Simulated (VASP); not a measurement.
# Yb (Fm-3m) in VASP: single point with PBE+U

Aim: the single point of Yb with PBE+U.

Program: VASP 6.6.1. These are calculated values, not measurements. Logs are shortened: lines on timing, memory, paths and dates and some standing lists are left out, and cuts for length are marked.

## Step 1: The cell of the first run

The structure is cubic, space group Fm-3m (No. 225). The conventional cell has a = 5.486 Å, b = 5.486 Å, c = 5.486 Å, α = 90.00°, β = 90.00°, γ = 90.00°. Within 5.1 Å of Yb (site symmetry m-3m) lie 12 Yb at 3.88 Å.

## Step 2: Single point, PBE+U, collinear spin, zero start

The input, INCAR:

```
PREC = Accurate
ENCUT = 600
EDIFF = 1E-6
ISMEAR = -1
SIGMA = 0.01
LREAL = False
LASPH = True
NELM = 200
ALGO = Normal
ISIF = 2
LWAVE = False
LCHARG = False
ISPIN = 2
MAGMOM = 0.01
LORBIT = 11
LMAXMIX = 6
LDAU = True
LDAUTYPE = 2
LDAUL = 3
LDAUU = 6
LDAUJ = 0
LDAUPRINT = 1
GGA = PE
NBANDS = 22
GGA_COMPAT = False
```

The input, KPOINTS:

```
regular mesh
0
Gamma
  8 8 8
```

The input, POSCAR:

```
Yb
1.0
    0.0000000000      2.7431000000      2.7431000000
    2.7431000000      0.0000000000      2.7431000000
    2.7431000000      2.7431000000      0.0000000000
Yb
1
Direct
    0.0000000000      0.0000000000      0.0000000000
```

Potentials or basis: VASP PAW PBE potentials, release 64 (Yb).

The run is started by

```console
> cat potpaw_PBE.64/Yb/POTCAR > POTCAR
> mpirun -np 1 vasp_std > vasp.out
```

OUTCAR:

```text
PREC = Accurate
   ENCUT = 600
   EDIFF = 1E-6
   ISMEAR = -1
   LREAL = False
   LASPH = True
   NELM = 200
   ISIF = 2
   ISPIN = 2
   LORBIT = 11
   GGA = PE

 ion  position               nearest neighbor table
   1  0.000  0.000  0.000-

  LATTYP: Found a face centered cubic cell.
 ALAT       =     5.4862000000

  Lattice vectors:

 A1 = (   0.0000000000,   2.7431000000,   2.7431000000)
 A2 = (   2.7431000000,   0.0000000000,   2.7431000000)
 A3 = (   2.7431000000,   2.7431000000,   0.0000000000)

Analysis of symmetry for initial positions (statically):
=====================================================================
 Subroutine PRICEL returns:
 Original cell was already a primitive cell.

 Routine SETGRP: Setting up the symmetry group for a
 face centered cubic supercell.

 Subroutine GETGRP returns: Found 48 space group operations
 (whereof 48 operations were pure point group operations)
 out of a pool of 48 trial point group operations.

The static configuration has the point symmetry O_h .

Analysis of symmetry for dynamics (positions and initial velocities):
=====================================================================
 Subroutine PRICEL returns:
 Original cell was already a primitive cell.

 Routine SETGRP: Setting up the symmetry group for a
 face centered cubic supercell.

 Subroutine GETGRP returns: Found 48 space group operations
 (whereof 48 operations were pure point group operations)
 out of a pool of 48 trial point group operations.

The dynamic configuration has the point symmetry O_h .

Analysis of structural, dynamic, and magnetic symmetry:
=====================================================================
 Subroutine PRICEL returns:
 Original cell was already a primitive cell.

 Routine SETGRP: Setting up the symmetry group for a
 face centered cubic supercell.

 Subroutine GETGRP returns: Found 48 space group operations
 (whereof 48 operations were pure point group operations)
 out of a pool of 48 trial point group operations.

The overall configuration has the point symmetry O_h .

 Subroutine INISYM returns: Found 48 space group operations
 (whereof 48 operations are pure point group operations),
 and found     1 'primitive' translations

----------------------------------------------------------------------------------------

                                     Primitive cell

  volume of cell :      41.2814

  direct lattice vectors                    reciprocal lattice vectors
     0.000000000  2.743100000  2.743100000    -0.182275528  0.182275528  0.182275528
     2.743100000  0.000000000  2.743100000     0.182275528 -0.182275528  0.182275528
     2.743100000  2.743100000  0.000000000     0.182275528  0.182275528 -0.182275528

  length of vectors
     3.879329223  3.879329223  3.879329223     0.315710475  0.315710475  0.315710475

  position of ions in fractional coordinates (direct lattice)
     0.000000000  0.000000000  0.000000000

  ion indices of the primitive-cell ions
   primitive index   ion index
                 1           1

----------------------------------------------------------------------------------------

 KPOINTS: regular mesh

Automatic generation of k-mesh.
 Grid dimensions read from file:
 generate k-points for:    8    8    8

 Generating k-lattice:

  Cartesian coordinates                     Fractional coordinates (reciprocal lattice)
    -0.022784441  0.022784441  0.022784441     0.125000000  0.000000000  0.000000000
     0.022784441 -0.022784441  0.022784441     0.000000000  0.125000000  0.000000000
     0.022784441  0.022784441 -0.022784441     0.000000000  0.000000000  0.125000000

  Length of vectors
     0.039463809  0.039463809  0.039463809

  Shift w.r.t. Gamma in fractional coordinates (k-lattice)
     0.000000000  0.000000000  0.000000000
[... 45 lines left out ...]
   ISPIN  =      2    spin polarized calculation?
   LNONCOLLINEAR =      F non collinear calculations
   LSORBIT =      F    spin-orbit coupling
   LASPH  =      T    aspherical Exc in radial PAW
   ENCUT  =  600.0 eV  44.10 Ry    6.64 a.u.   7.75  7.75  7.75*2*pi/ulx,y,z
   NELM   =    200;   NELMIN=  2; NELMDL= -5     # of ELM steps
   EDIFF  = 0.1E-05   stopping-criterion for ELM
   LREAL  =      F    real-space projection
   EDIFFG = 0.1E-04   stopping-criterion for IOM
   NSW    =      0    number of steps for IOM
   IBRION =     -1    ionic relax: 0-MD 1-quasi-New 2-CG
   NFREE  =      0    steps in history (QN), initial steepest desc. (CG)
   ISIF   =      2    stress and relaxation
   ISYM   =      2    0-nonsym 1-usesym 2-fastsym
   POTIM  = 0.5000    time-step for ionic-motion
   TEBEG  =    0.0;   TEEND  =   0.0 temperature during run
   PSTRESS=    0.0 pullay stress
   NELECT =      24.0000    total number of electrons
   NUPDOWN=      -1.0000    fix difference up-down
   EMIN   =  10.00;   EMAX   =-10.00  energy-range for DOS
   EFERMI =   0.00;   METHOD = LEGACY
   ISMEAR =    -1;   SIGMA  =   0.01  broadening in eV -4-tet -1-fermi 0-gaus
   EFERMI_NEDOS =   21; number of points for ismear=-14 and -15
   IALGO  =     38    algorithm
   IMIX   =      4    mixing-type and parameters
     AMIX     =   0.40;   BMIX     =  1.00
     AMIX_MAG =   1.60;   BMIX_MAG =  1.00
  volume/ion in A,a.u.               =      41.28       278.58
  Fermi-wavevector in a.u.,A,eV,Ry     =   1.366345  2.582017 25.400687  1.866898
  Thomas-Fermi vector in A             =   2.492493
   LORBIT       =     11    0 simple, 1 ext, 2 COOP (PROOUT), +10 PAW based schemes
 LDA+U is selected, type is set to LDAUTYPE =  2
   angular momentum for each species LDAUL =     3
   U (eV)           for each species LDAUU =   6.0
   J (eV)           for each species LDAUJ =   0.0
   GGA     = PE    functional components
   LHFCALC =     F    Hartree Fock is set to
   AEXX    =    0.0000 exact exchange contribution
   IVDW    =     0    specifies the selected vdW correction
   LEPSILON=     F    determine dielectric tensor
   LRPA    =     F    only Hartree local field effects (RPA)
 spin polarized calculation
  energy-cutoff  :      600.00
  volume of cell :       41.28
 maximum number of plane-waves:      1411
   NGX = 15   NGY = 15   NGZ = 15

 number of electron      24.0000000 magnetization      -0.0019238

atom =   1  type =  1  l = 3

 onsite density matrix

spin component  1

  0.9881 -0.0000 -0.0006 -0.0000 -0.0000  0.0000  0.0000
 -0.0000  0.9851 -0.0000 -0.0000 -0.0000  0.0000  0.0000
 -0.0006 -0.0000  0.9884 -0.0000  0.0000  0.0000  0.0000
 -0.0000 -0.0000 -0.0000  0.9876 -0.0000 -0.0000 -0.0000
 -0.0000 -0.0000  0.0000 -0.0000  0.9884  0.0000  0.0006
  0.0000  0.0000  0.0000 -0.0000  0.0000  0.9889 -0.0000
  0.0000  0.0000  0.0000 -0.0000  0.0006 -0.0000  0.9881

spin component  2

  0.9882 -0.0000 -0.0006 -0.0000 -0.0000  0.0000  0.0000
 -0.0000  0.9850 -0.0000 -0.0000 -0.0000  0.0000 -0.0000
 -0.0006 -0.0000  0.9885 -0.0000  0.0000  0.0000  0.0000
 -0.0000 -0.0000 -0.0000  0.9877 -0.0000 -0.0000  0.0000
 -0.0000 -0.0000  0.0000 -0.0000  0.9885  0.0000  0.0006
  0.0000  0.0000  0.0000 -0.0000  0.0000  0.9889 -0.0000
  0.0000 -0.0000  0.0000  0.0000  0.0006 -0.0000  0.9882

 occupancies and eigenvectors

  o =  0.9850  v =  0.0000  0.0000  0.0000  0.0000  0.0000  0.0000  0.0000  0.0000  1.0000  0.0000 -0.0000 -0.0000 -0.0000  0.0000      0.0000  0.0000  0.0000  0.0000  0.0000  0.0000  0.0000  0.0000  0.0000  0.0000  0.0000  0.0000  0.0000  0.0000
  o =  0.9851  v =  0.0000  1.0000 -0.0000  0.0000 -0.0000 -0.0000 -0.0000  0.0000  0.0000  0.0000  0.0000  0.0000  0.0000  0.0000      0.0000  0.0000  0.0000  0.0000  0.0000  0.0000  0.0000  0.0000  0.0000  0.0000  0.0000  0.0000  0.0000  0.0000
  o =  0.9876  v =  0.0000  0.0000  0.0000  0.0001 -0.6124  0.0000  0.7906  0.0000  0.0000  0.0000  0.0000  0.0000  0.0000  0.0000      0.0000  0.0000  0.0000  0.0000  0.0000  0.0000  0.0000  0.0000  0.0000  0.0000  0.0000  0.0000  0.0000  0.0000
  o =  0.9876  v = -0.7906 -0.0000 -0.6124 -0.0000 -0.0000  0.0000  0.0000  0.0000  0.0000  0.0000  0.0000  0.0000  0.0000  0.0000      0.0000  0.0000  0.0000  0.0000  0.0000  0.0000  0.0000  0.0000  0.0000  0.0000  0.0000  0.0000  0.0000  0.0000
  o =  0.9876  v =  0.0000  0.0000  0.0000 -1.0000 -0.0001 -0.0000  0.0001  0.0000  0.0000  0.0000  0.0000  0.0000  0.0000  0.0000      0.0000  0.0000  0.0000  0.0000  0.0000  0.0000  0.0000  0.0000  0.0000  0.0000  0.0000  0.0000  0.0000  0.0000
  o =  0.9877  v =  0.0000  0.0000  0.0000  0.0000  0.0000  0.0000  0.0000 -0.0004 -0.0000 -0.0003 -0.0002 -0.6124 -0.0000  0.7906      0.0000  0.0000  0.0000  0.0000  0.0000  0.0000  0.0000  0.0000  0.0000  0.0000  0.0000  0.0000  0.0000  0.0000
  o =  0.9877  v =  0.0000  0.0000  0.0000  0.0000  0.0000  0.0000  0.0000  0.7906 -0.0000  0.6124  0.0000 -0.0003 -0.0000  0.0004      0.0000  0.0000  0.0000  0.0000  0.0000  0.0000  0.0000  0.0000  0.0000  0.0000  0.0000  0.0000  0.0000  0.0000
  o =  0.9877  v =  0.0000  0.0000  0.0000  0.0000  0.0000  0.0000  0.0000 -0.0000  0.0000 -0.0000  1.0000 -0.0001  0.0000  0.0002      0.0000  0.0000  0.0000  0.0000  0.0000  0.0000  0.0000  0.0000  0.0000  0.0000  0.0000  0.0000  0.0000  0.0000
  o =  0.9889  v =  0.0000 -0.0000  0.0000 -0.0000 -0.7906  0.0001 -0.6124  0.0000  0.0000  0.0000  0.0000  0.0000  0.0000  0.0000      0.0000  0.0000  0.0000  0.0000  0.0000  0.0000  0.0000  0.0000  0.0000  0.0000  0.0000  0.0000  0.0000  0.0000
  o =  0.9889  v =  0.6124 -0.0000 -0.7906 -0.0000 -0.0000  0.0000  0.0000  0.0000  0.0000  0.0000  0.0000  0.0000  0.0000  0.0000      0.0000  0.0000  0.0000  0.0000  0.0000  0.0000  0.0000  0.0000  0.0000  0.0000  0.0000  0.0000  0.0000  0.0000
  o =  0.9889  v =  0.0000 -0.0000 -0.0000  0.0000 -0.0001 -1.0000 -0.0001  0.0000  0.0000  0.0000  0.0000  0.0000  0.0000  0.0000      0.0000  0.0000  0.0000  0.0000  0.0000  0.0000  0.0000  0.0000  0.0000  0.0000  0.0000  0.0000  0.0000  0.0000
  o =  0.9889  v =  0.0000  0.0000  0.0000  0.0000  0.0000  0.0000  0.0000  0.0000  0.0000 -0.0000 -0.0000 -0.0001  1.0000 -0.0001      0.0000  0.0000  0.0000  0.0000  0.0000  0.0000  0.0000  0.0000  0.0000  0.0000  0.0000  0.0000  0.0000  0.0000
  o =  0.9889  v =  0.0000  0.0000  0.0000  0.0000  0.0000  0.0000  0.0000 -0.0001 -0.0000  0.0002  0.0000 -0.7906 -0.0001 -0.6124      0.0000  0.0000  0.0000  0.0000  0.0000  0.0000  0.0000  0.0000  0.0000  0.0000  0.0000  0.0000  0.0000  0.0000
  o =  0.9889  v =  0.0000  0.0000  0.0000  0.0000  0.0000  0.0000  0.0000  0.6124  0.0000 -0.7906  0.0000 -0.0002 -0.0000 -0.0001      0.0000  0.0000  0.0000  0.0000  0.0000  0.0000  0.0000  0.0000  0.0000  0.0000  0.0000  0.0000  0.0000  0.0000

 number of electron      24.0000000 magnetization       0.0195034

 Free energy of the ion-electron system (eV)
  ---------------------------------------------------
  ext. energy  EPLUGINS =         0.00000000
  ---------------------------------------------------
  free energy    TOTEN  =        -2.81524198 eV

  energy without entropy =       -2.81483132  energy(sigma->0) =       -2.81503665

 E-fermi :   1.1999     XC(G=0):  -8.7755

 val. band max:        1.0340731715   @ k =  -0.3750   0.3750   0.0000
 cond. band min:       1.2016859454   @ k =  -0.3750   0.2500   0.1250
 fundamental gap:      0.1676127738
 Fermi energy:         1.1999295376

 spin component 1

 k-point     1 :       0.0000    0.0000    0.0000
  band No.  band energies     occupation
      1     -49.6990      1.00000
      2     -22.1544      1.00000
      3     -22.1544      1.00000
      4     -22.1544      1.00000
      5      -3.6481      1.00000
      6      -0.5203      1.00000
[... 1193 lines left out ...]
     21      12.1468      0.00000
     22      16.8561      0.00000

 [... further k-points ...]

------------------------ aborting loop because EDIFF is reached ----------------------------------------

  FORCE on cell =-STRESS in cart. coord.  units (eV):
  Direction    XX          YY          ZZ          XY          YZ          ZX
  --------------------------------------------------------------------------------------
  -------------------------------------------------------------------------------------
  Total       -0.2317533     -0.2317533     -0.2317533     -0.0000000     -0.0000000      0.0000000
  in kB       -8.9945963     -8.9945963     -8.9945963     -0.0000000     -0.0000000      0.0000000
  external PRESSURE =      -8.9945963 kB  Pullay stress =       0.0000000 kB

 VOLUME and BASIS-vectors are now :
 -----------------------------------------------------------------------------
  energy-cutoff  :      600.00
  volume of cell :       41.28
      direct lattice vectors                 reciprocal lattice vectors
     0.000000000  2.743100000  2.743100000    -0.182275528  0.182275528  0.182275528
     2.743100000  0.000000000  2.743100000     0.182275528 -0.182275528  0.182275528
     2.743100000  2.743100000  0.000000000     0.182275528  0.182275528 -0.182275528

 POSITION                                       TOTAL-FORCE (eV/Angst)
 -----------------------------------------------------------------------------------
      0.00000      0.00000      0.00000         0.000000      0.000000      0.000000
 -----------------------------------------------------------------------------------
    total drift:                                0.000000      0.000000      0.000000

  FREE ENERGIE OF THE ION-ELECTRON SYSTEM (eV)
  ---------------------------------------------------
  free  energy   TOTEN  =        -2.8152419808 eV

  energy  without entropy=       -2.8148313183  energy(sigma->0) =       -2.81503665

 total charge

# of ion       s       p       d       f       tot
--------------------------------------------------
    1        2.205   6.006   0.170  13.824  22.205

 magnetization (x)

# of ion       s       p       d       f       tot
--------------------------------------------------
    1       -0.001   0.003   0.002  -0.000   0.004
```

Run time: 42 s. Hardware: 1 thread of Intel Xeon 6975P-C (Granite Rapids), shared host; peak memory 0.24 GiB.

What came out:

```yaml
Free_energy: -2.8152 eV
Pressure: -0.9 GPa
Band_gap_on_the_k_mesh: zero (filled and empty bands overlap)
Net_moment: 0.02 μB per cell
Valence_electrons_inside_the_program's_atomic_spheres: Yb 22.20
```

Levels at points of the mesh, in eV from the Fermi level:
Spin up:
```csv
k point,band 8,band 9,band 10,band 11,band 12,band 13,band 14,band 15,band 16,band 17
"(0.00, 0.00, 0.00)",-1.67,-1.67,-1.61,-1.61,-1.61,2.94,2.94,2.94,4.86,4.86
"(0.50, 0.00, 0.00)",-1.66,-1.64,-1.62,-1.62,-1.61,0.07,2.72,2.72,6.25,6.25
"(0.50, 0.50, 0.00)",-1.66,-1.63,-1.63,-1.61,-0.96,0.41,1.31,6.26,6.46,6.46
```
Spin down:
```csv
k point,band 10,band 11,band 12,band 13,band 14,band 15
"(0.00, 0.00, 0.00)",-1.61,-1.61,-1.61,2.94,2.94,2.94
"(0.50, 0.00, 0.00)",-1.62,-1.62,-1.61,0.11,2.74,2.74
"(0.50, 0.50, 0.00)",-1.63,-1.61,-0.93,0.42,1.33,6.27
```

Eigenvalues of the final occupation matrices:
| site | spin | trace | eigenvalues |
| --- | --- | --- | --- |
| site 1 f | 1 | 6.91 | 0.99 0.99 0.99 0.99 0.99 0.99 0.99 |
| site 1 f | 2 | 6.92 | 0.98 0.99 0.99 0.99 0.99 0.99 0.99 |

Caveat: spin-orbit coupling is left out, which moves the levels of the heavy elements.
